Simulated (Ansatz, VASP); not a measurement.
One calculation of N, two programs

```xyz
4
Lattice="4.0182 0.0000 0.0000 0.0000 4.0182 0.0000 0.0000 0.0000 5.5227" Properties=species:S:1:pos:R:3 pbc="T T T"
N     3.6335    3.6335    0.0000
N     2.3937    1.6244    2.7613
N     0.3846    0.3846    0.0000
N     1.6244    2.3937    2.7613
```

Alike in both runs: task single point; functional LDA; k mesh 6 × 6 × 6; occupations gaussian, width 0.05 eV; no spin polarisation.

|  | VASP | Ansatz |
| --- | --- | --- |
| version | VASP 6.6.1 | Ansatz 0.2.0 |
| potentials or method | VASP PAW LDA potentials, release 64 (N), cutoff 520 eV | scalar-relativistic, plane waves, PAW |
| valence electrons in the cell | 20 | 20 |

VASP gave:

- gap on the k mesh at the Fermi level (eV): 6.88
- least direct gap on the mesh (eV): 7.18
- pressure (GPa): 2.5
- traceless stress, the component that is largest in VASP (GPa): -3.28
- rms of the force components (eV/Å): 1.441

Problem. What did Ansatz give for the same quantities?

Solution. gap on the k mesh at the Fermi level (eV): 6.94; least direct gap on the mesh (eV): 7.23; pressure (GPa): 0.5; traceless stress, the component that is largest in VASP (GPa): -1.14; rms of the force components (eV/Å): 0.495.

LDA's correlation is that of Perdew and Zunger in VASP and of Perdew and Wang (1992) in Ansatz. Atom by atom the forces differ by 0.946 eV/Å (rms over components).

Noted on VASP's run: the standard files for N, O and F lose accuracy on very short bonds.
